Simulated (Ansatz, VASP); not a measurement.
Ge in VASP and in Ansatz

INCAR

```
PREC = Accurate ; ENCUT = 520
EDIFF = 1E-6 ; ISMEAR = 0
SIGMA = 0.15 ; LREAL = False
LASPH = True ; NELM = 80
ALGO = Normal ; ISIF = 2
LWAVE = False ; LCHARG = False
GGA = PS ; NBANDS = 13
```

File KPOINTS:

```
regular mesh
0
Gamma
  20 20 18
```

File POSCAR:

```
Ge
1.0
    1.3272915500     -2.4704902000      0.0000000000
    1.3272915500      2.4704902000      0.0000000000
    0.0000000000      0.0000000000      2.8331425500
Ge
1
Direct
    0.5000000000      0.5000000000      0.0000000000
```

Input for Ansatz:

```yaml
crystal:
  lattice:
    - [1.32729155, -2.4704902, 0.0]
    - [1.32729155, 2.4704902, 0.0]
    - [0.0, 0.0, 2.83314255]
  atoms:
    - { symbol: Ge, position: [0.5, 0.5, 0.0] }
basis:
  ecutwfc: 420
kpoints:
  mp_grid: { grid: [20, 20, 18] }
hamiltonian:
  xc: pbesol
scf:
  occupations: { method: gaussian, width: 0.15 }
output:
  forces: true
  stress: true
  eigenvalues: true
```

Change from the starting cell: strain -0.050 along x and y, +0.050 along z, atoms carried along.

Alike in both runs: task single point; functional PBEsol; k mesh 20 × 20 × 18; occupations gaussian, width 0.15 eV; no spin polarisation.

|  | VASP | Ansatz |
| --- | --- | --- |
| version | VASP 6.6.1 | Ansatz 0.2.0 |
| potentials or method | VASP PAW PBE potentials, release 64 (Ge_d), cutoff 520 eV | scalar-relativistic, plane waves, PAW |
| valence electrons in the cell | 14 | 14 |

Ansatz gave:

```
gap on the k mesh at the Fermi level (eV)                     : none
pressure (GPa)                                                : 0.9
traceless stress, the component that is largest in VASP (GPa) : -10.95
```

Question: Which values does VASP return?

Answer: gap on the k mesh at the Fermi level (eV): none; pressure (GPa): 0.8; traceless stress, the component that is largest in VASP (GPa): -10.96.

VASP's potentials were made for PBE, not for PBEsol. A gap of «none» marks a metal or a gap that the smearing closes.
